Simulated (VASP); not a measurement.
# TiCo3 (Pm-3m) in VASP: a series of runs

The runs below take TiCo3 through single point, with PBEsol.

All numbers are computed with VASP 6.6.1; they aren't measurements. Logs are shortened: lines on timing, memory, paths and dates and some standing lists are left out, and cuts for length are marked.

## (1) The cell of the first run

Symmetry: Pm-3m, No. 221, cubic system. The conventional cell has a = 3.529 Å, b = 3.529 Å, c = 3.529 Å, α = 90.00°, β = 90.00°, γ = 90.00°. Within 3.3 Å of Ti (site symmetry m-3m) lie 12 Co at 2.50 Å. Co (site symmetry 4/mmm) has 4 Ti at 2.50 Å and 8 Co at 2.50 Å within 3.3 Å.

## (2) Single point, PBEsol, collinear spin, ferromagnetic start

File INCAR:

```
PREC = Accurate
ENCUT = 520
EDIFF = 1E-6
ISMEAR = 0
SIGMA = 0.2
LREAL = False
LASPH = True
NELM = 150
ALGO = Normal
ISIF = 2
LWAVE = False
LCHARG = False
ISPIN = 2
MAGMOM = 0 0.3 0.3 0.3
LORBIT = 11
LMAXMIX = 4
GGA = PS
NBANDS = 32
```

File KPOINTS:

```
Automatic mesh
0
Gamma
  12 12 12
```

File POSCAR:

```
TiCo3
1.0
    3.5287348653      0.0000000000      0.0000000000
    0.0000000000      3.5287348653      0.0000000000
    0.0000000000      0.0000000000      3.5287348653
Ti Co
1 3
Direct
    0.0000000000      0.0000000000      0.0000000000
    0.0000000000      0.5000000000      0.5000000000
    0.5000000000      0.0000000000      0.5000000000
    0.5000000000      0.5000000000      0.0000000000
```

Potentials or basis: VASP PAW PBE potentials, release 64 (Ti_sv, Co).

The run is started by

```console
> cat potpaw_PBE.64/Ti_sv/POTCAR potpaw_PBE.64/Co/POTCAR > POTCAR
> mpirun -np 1 vasp_std > vasp.out
```

OUTCAR:

```text
PREC = Accurate
   ENCUT = 520
   EDIFF = 1E-6
   ISMEAR = 0
   LREAL = False
   LASPH = True
   NELM = 150
   ISIF = 2
   ISPIN = 2
   LORBIT = 11
   GGA = PS

 ion  position               nearest neighbor table
   1  0.000  0.000  0.000-   2 2.50   3 2.50   4 2.50   2 2.50   3 2.50   2 2.50   4 2.50   2 2.50
                             3 2.50   4 2.50   3 2.50   4 2.50
   2  0.000  0.500  0.500-   1 2.50   3 2.50   4 2.50   1 2.50   4 2.50   1 2.50   3 2.50   1 2.50
                             3 2.50   4 2.50   4 2.50   3 2.50
   3  0.500  0.000  0.500-   1 2.50   2 2.50   4 2.50   1 2.50   4 2.50   2 2.50   4 2.50   4 2.50
                             1 2.50   2 2.50   1 2.50   2 2.50
   4  0.500  0.500  0.000-   1 2.50   2 2.50   3 2.50   2 2.50   3 2.50   1 2.50   3 2.50   3 2.50
                             1 2.50   2 2.50   2 2.50   1 2.50

  LATTYP: Found a simple cubic cell.
 ALAT       =     3.5287348653

  Lattice vectors:

 A1 = (   3.5287348653,   0.0000000000,   0.0000000000)
 A2 = (   0.0000000000,   3.5287348653,   0.0000000000)
 A3 = (   0.0000000000,   0.0000000000,   3.5287348653)

Analysis of symmetry for initial positions (statically):
=====================================================================
 Subroutine PRICEL returns:
 Original cell was already a primitive cell.

 Routine SETGRP: Setting up the symmetry group for a
 simple cubic supercell.

 Subroutine GETGRP returns: Found 48 space group operations
 (whereof 48 operations were pure point group operations)
 out of a pool of 48 trial point group operations.

The static configuration has the point symmetry O_h .

Analysis of symmetry for dynamics (positions and initial velocities):
=====================================================================
 Subroutine PRICEL returns:
 Original cell was already a primitive cell.

 Routine SETGRP: Setting up the symmetry group for a
 simple cubic supercell.

 Subroutine GETGRP returns: Found 48 space group operations
 (whereof 48 operations were pure point group operations)
 out of a pool of 48 trial point group operations.

The dynamic configuration has the point symmetry O_h .

Analysis of structural, dynamic, and magnetic symmetry:
=====================================================================
 Subroutine PRICEL returns:
 Original cell was already a primitive cell.

 Routine SETGRP: Setting up the symmetry group for a
 simple cubic supercell.

 Subroutine GETGRP returns: Found 48 space group operations
 (whereof 48 operations were pure point group operations)
 out of a pool of 48 trial point group operations.

The overall configuration has the point symmetry O_h .

 Subroutine INISYM returns: Found 48 space group operations
 (whereof 48 operations are pure point group operations),
 and found     1 'primitive' translations

----------------------------------------------------------------------------------------

                                     Primitive cell

  volume of cell :      43.9397

  direct lattice vectors                    reciprocal lattice vectors
     3.528734865  0.000000000  0.000000000     0.283387684  0.000000000  0.000000000
     0.000000000  3.528734865  0.000000000     0.000000000  0.283387684  0.000000000
     0.000000000  0.000000000  3.528734865     0.000000000  0.000000000  0.283387684

  length of vectors
     3.528734865  3.528734865  3.528734865     0.283387684  0.283387684  0.283387684

  position of ions in fractional coordinates (direct lattice)
     0.000000000  0.000000000  0.000000000
     0.000000000  0.500000000  0.500000000
     0.500000000  0.000000000  0.500000000
     0.500000000  0.500000000  0.000000000

  ion indices of the primitive-cell ions
   primitive index   ion index
                 1           1
                 2           2
                 3           3
                 4           4

----------------------------------------------------------------------------------------

 KPOINTS: Automatic mesh

Automatic generation of k-mesh.
 Grid dimensions read from file:
 generate k-points for:   12   12   12

 Generating k-lattice:

  Cartesian coordinates                     Fractional coordinates (reciprocal lattice)
     0.023615640  0.000000000  0.000000000     0.083333333  0.000000000  0.000000000
     0.000000000  0.023615640  0.000000000     0.000000000  0.083333333  0.000000000
     0.000000000  0.000000000  0.023615640     0.000000000  0.000000000  0.083333333

  Length of vectors
     0.023615640  0.023615640  0.023615640

  Shift w.r.t. Gamma in fractional coordinates (k-lattice)
     0.000000000  0.000000000  0.000000000

 Subroutine IBZKPT returns following result:
 ===========================================

 Found     84 irreducible k-points:

 Following reciprocal coordinates:
            Coordinates               Weight
  0.000000  0.000000  0.000000      1.000000
  0.083333  0.000000  0.000000      6.000000
  0.166667  0.000000  0.000000      6.000000
  0.250000  0.000000  0.000000      6.000000
  0.333333  0.000000  0.000000      6.000000
  0.416667  0.000000  0.000000      6.000000
[... 16 lines left out ...]
  0.333333  0.333333  0.000000     12.000000
  0.416667  0.333333  0.000000     24.000000
 [... further k-points ...]
   k-points           NKPTS =     84   k-points in BZ     NKDIM =     84   number of bands    NBANDS=     32
   number of dos      NEDOS =    301   number of ions     NIONS =      4
   total plane-waves  NPLWV =  21952
   dimension x,y,z NGX =    28 NGY =   28 NGZ =   28
   dimension x,y,z NGXF=    56 NGYF=   56 NGZF=   56
   ions per type =               1   3
   NGX,Y,Z   is equivalent  to a cutoff of  13.19, 13.19, 13.19 a.u.
   NGXF,Y,Z  is equivalent  to a cutoff of  26.38, 26.38, 26.38 a.u.
 SYSTEM =  unknown system
   PREC   = accura    normal or accurate (medium, high low for compatibility)
   ISTART =      0    job   : 0-new  1-cont  2-samecut
   ICHARG =      2    charge: 1-file 2-atom 10-const
   ISPIN  =      2    spin polarized calculation?
   LNONCOLLINEAR =      F non collinear calculations
   LSORBIT =      F    spin-orbit coupling
   LASPH  =      T    aspherical Exc in radial PAW
   ENCUT  =  520.0 eV  38.22 Ry    6.18 a.u.   6.56  6.56  6.56*2*pi/ulx,y,z
   NELM   =    150;   NELMIN=  2; NELMDL= -5     # of ELM steps
   EDIFF  = 0.1E-05   stopping-criterion for ELM
   LREAL  =      F    real-space projection
   EDIFFG = 0.1E-04   stopping-criterion for IOM
   NSW    =      0    number of steps for IOM
   IBRION =     -1    ionic relax: 0-MD 1-quasi-New 2-CG
   NFREE  =      0    steps in history (QN), initial steepest desc. (CG)
   ISIF   =      2    stress and relaxation
   ISYM   =      2    0-nonsym 1-usesym 2-fastsym
   POTIM  = 0.5000    time-step for ionic-motion
   TEBEG  =    0.0;   TEEND  =   0.0 temperature during run
   PSTRESS=    0.0 pullay stress
   NELECT =      39.0000    total number of electrons
   NUPDOWN=      -1.0000    fix difference up-down
   EMIN   =  10.00;   EMAX   =-10.00  energy-range for DOS
   EFERMI =   0.00;   METHOD = LEGACY
   ISMEAR =     0;   SIGMA  =   0.20  broadening in eV -4-tet -1-fermi 0-gaus
   EFERMI_NEDOS =   21; number of points for ismear=-14 and -15
   IALGO  =     38    algorithm
   IMIX   =      4    mixing-type and parameters
     AMIX     =   0.40;   BMIX     =  1.00
     AMIX_MAG =   1.60;   BMIX_MAG =  1.00
  volume/ion in A,a.u.               =      10.98        74.13
  Fermi-wavevector in a.u.,A,eV,Ry     =   1.573297  2.973100 33.677997  2.475263
  Thomas-Fermi vector in A             =   2.674602
   LORBIT       =     11    0 simple, 1 ext, 2 COOP (PROOUT), +10 PAW based schemes
   GGA     = PS    functional components
   LHFCALC =     F    Hartree Fock is set to
   AEXX    =    0.0000 exact exchange contribution
   IVDW    =     0    specifies the selected vdW correction
   LEPSILON=     F    determine dielectric tensor
   LRPA    =     F    only Hartree local field effects (RPA)
 spin polarized calculation
 Gauss-broadening in eV      SIGMA  =   0.20
  energy-cutoff  :      520.00
  volume of cell :       43.94
 maximum number of plane-waves:      1213
 NGX is ok and might be reduce to    28
   NGX = 13   NGY = 13   NGZ = 13

 number of electron      38.9999988 magnetization       0.5793550

 Free energy of the ion-electron system (eV)
  ---------------------------------------------------
  ext. energy  EPLUGINS =         0.00000000
  ---------------------------------------------------
  free energy    TOTEN  =       -32.76577941 eV

  energy without entropy =      -32.65939130  energy(sigma->0) =      -32.71258535

 E-fermi :  10.6808     XC(G=0): -13.6680

 val. band max:       10.6731995888   @ k =   0.3333   0.2500   0.1667
 cond. band min:      10.6820679974   @ k =   0.1667   0.1667   0.1667
 fundamental gap:      0.0088684086
 Fermi energy:        10.6808364851

 spin component 1

 k-point     1 :       0.0000    0.0000    0.0000
  band No.  band energies     occupation
      1     -45.4140      1.00000
      2     -21.7787      1.00000
      3     -21.7787      1.00000
      4     -21.7787      1.00000
      5       2.4724      1.00000
      6       6.1098      1.00000
[... 805 lines left out ...]
     30      22.9977      0.00000
     31      23.5276      0.00000

 [... further k-points ...]

 spin component 2

 k-point     1 :       0.0000    0.0000    0.0000
  band No.  band energies     occupation
      1     -45.4761      1.00000
      2     -21.8416      1.00000
      3     -21.8416      1.00000
      4     -21.8416      1.00000
      5       2.4801      1.00000
      6       6.2129      1.00000
[... 805 lines left out ...]
     30      23.0644      0.00000
     31      23.5645      0.00000

 [... further k-points ...]

 [bands above 31 left out]

------------------------ aborting loop because EDIFF is reached ----------------------------------------

  FORCE on cell =-STRESS in cart. coord.  units (eV):
  Direction    XX          YY          ZZ          XY          YZ          ZX
  --------------------------------------------------------------------------------------
  -------------------------------------------------------------------------------------
  Total       -0.1806121     -0.1806121     -0.1806121      0.0000000     -0.0000000     -0.0000000
  in kB       -6.5856753     -6.5856753     -6.5856753      0.0000000     -0.0000000     -0.0000000
  external PRESSURE =      -6.5856753 kB  Pullay stress =       0.0000000 kB

 VOLUME and BASIS-vectors are now :
 -----------------------------------------------------------------------------
  energy-cutoff  :      520.00
  volume of cell :       43.94
      direct lattice vectors                 reciprocal lattice vectors
     3.528734865  0.000000000  0.000000000     0.283387684  0.000000000  0.000000000
     0.000000000  3.528734865  0.000000000     0.000000000  0.283387684  0.000000000
     0.000000000  0.000000000  3.528734865     0.000000000  0.000000000  0.283387684

 POSITION                                       TOTAL-FORCE (eV/Angst)
 -----------------------------------------------------------------------------------
      0.00000      0.00000      0.00000         0.000000      0.000000      0.000000
      0.00000      1.76437      1.76437         0.000000      0.000000      0.000000
      1.76437      0.00000      1.76437         0.000000      0.000000      0.000000
      1.76437      1.76437      0.00000         0.000000      0.000000      0.000000
 -----------------------------------------------------------------------------------
    total drift:                                0.000000      0.000000      0.000000

  FREE ENERGIE OF THE ION-ELECTRON SYSTEM (eV)
  ---------------------------------------------------
  free  energy   TOTEN  =       -32.7657794081 eV

  energy  without entropy=      -32.6593912966  energy(sigma->0) =      -32.71258535

 total charge

# of ion       s       p       d       tot
------------------------------------------
    1        2.281   6.215   1.994  10.489
    2        0.529   0.549   7.354   8.432
    3        0.529   0.549   7.354   8.432
    4        0.529   0.549   7.354   8.432
--------------------------------------------------
tot          3.868   7.861  24.057  35.785

 magnetization (x)

# of ion       s       p       d       tot
------------------------------------------
    1       -0.001  -0.005  -0.066  -0.072
    2       -0.001  -0.002   0.223   0.221
    3       -0.001  -0.002   0.223   0.221
    4       -0.001  -0.002   0.223   0.221
--------------------------------------------------
tot         -0.003  -0.011   0.605   0.590
```

Run time: 3.7 min. Hardware: 1 thread of Intel Xeon Platinum 8488C (Sapphire Rapids), shared host; peak memory 0.3 GiB.

What came out:

```
Free energy                                           : -32.7658 eV
Pressure                                              : -0.7 GPa
Net moment                                            : 0.58 μB per cell
Site moments                                          : Ti -0.07; Co +0.22 μB
Valence electrons inside the program's atomic spheres : Ti 10.49; Co 8.43
```

Caveat: the PAW data sets were made with another functional, which shifts forces and pressure a little.

## (3) Single point, PBEsol, collinear spin, ferromagnetic start (11.20 Å³/atom)

This run uses another cell than the first one, of 11.20 Å³/atom.

File INCAR:

```
SYSTEM = TiCo3
PREC     = Accurate       ! precision mode
ENCUT    = 520            ! plane-wave cutoff, eV
EDIFF    = 1E-7           ! SCF threshold, eV
ISMEAR   = 0              ! smearing method
SIGMA    = 0.2            ! smearing width, eV
LREAL    = .False.        ! projectors in reciprocal space
LASPH    = .True.         ! aspherical terms in the spheres
NELM     = 150            ! most SCF steps
ALGO     = Normal         ! electronic algorithm
ISIF     = 2              ! what is computed and relaxed
LWAVE    = .False.        ! write WAVECAR
LCHARG   = .False.        ! write CHGCAR
ISPIN    = 2              ! spin polarisation
MAGMOM   = 0 0.26 0.26 0.26 ! initial moments
LORBIT   = 11             ! projections on sites
LMAXMIX  = 4              ! l up to which the mixer works
GGA      = PS             ! functional
NBANDS   = 32             ! bands
```

File KPOINTS:

```
Automatic mesh
0
Gamma
  12 12 12
  0 0 0
```

File POSCAR:

```
TiCo3
1.0
    3.5521046515      0.0000000000      0.0000000000
    0.0000000000      3.5521046515      0.0000000000
    0.0000000000      0.0000000000      3.5521046515
Ti Co
1 3
Direct
    0.0000000000      0.0000000000      0.0000000000
    0.0000000000      0.5000000000      0.5000000000
    0.5000000000      0.0000000000      0.5000000000
    0.5000000000      0.5000000000      0.0000000000
```

Potentials or basis: VASP PAW PBE potentials, release 64 (Ti_sv, Co).

The run is started by

```console
> cat potpaw_PBE.64/Ti_sv/POTCAR potpaw_PBE.64/Co/POTCAR > POTCAR
> mpirun -np 1 vasp_std > vasp.out
```

Run time: 4.2 min. Hardware: 1 thread of Intel Xeon Platinum 8488C (Sapphire Rapids), shared host; peak memory 0.3 GiB.

It converged, with:

```
Free energy                                           : -32.7509 eV
Pressure                                              : -4.7 GPa
Band gap on the k mesh                                : zero (filled and empty bands overlap)
Net moment                                            : 0.97 μB per cell
Site moments                                          : Ti -0.13; Co +0.38 μB
Valence electrons inside the program's atomic spheres : Ti 10.45; Co 8.39
```

Levels at points of the mesh, in eV from the Fermi level:
Spin up:
```csv
k point,band 16,band 17,band 18,band 19,band 20,band 21,band 22,band 23,band 24,band 25
"(0.00, 0.00, 0.00)",-0.35,0.20,0.48,0.48,0.48,2.49,2.49,3.34,3.34,3.34
"(0.50, 0.00, 0.00)",-0.99,-0.77,-0.77,-0.75,-0.19,0.49,1.19,1.19,1.87,2.52
"(0.50, 0.50, 0.00)",-1.33,-1.14,-1.08,-1.08,-0.57,-0.56,1.71,1.71,2.03,2.03
"(0.50, 0.50, 0.50)",-1.10,-0.10,0.25,0.25,0.25,0.82,0.82,0.82,2.10,2.10
```
Spin down:
| k point | band 15 | band 16 | band 17 | band 18 | band 19 | band 20 | band 21 | band 22 | band 23 | band 24 |
| --- | --- | --- | --- | --- | --- | --- | --- | --- | --- | --- |
| (0.00, 0.00, 0.00) | 0.14 | 0.14 | 0.68 | 0.86 | 0.86 | 0.86 | 2.65 | 2.65 | 3.35 | 3.35 |
| (0.50, 0.00, 0.00) | -0.89 | -0.56 | -0.45 | -0.45 | -0.31 | 0.31 | 0.87 | 1.21 | 1.21 | 2.02 |
| (0.50, 0.50, 0.00) | -1.58 | -1.27 | -0.71 | -0.61 | -0.61 | -0.26 | -0.21 | 1.72 | 1.72 | 2.24 |
| (0.50, 0.50, 0.50) | -0.88 | -0.88 | -0.06 | 0.67 | 0.67 | 0.67 | 0.80 | 0.80 | 0.80 | 2.30 |

Caveat: the cell stands under tension; the PAW data sets were made with another functional, which shifts forces and pressure a little.

(Part 1 of 2 ends here.)
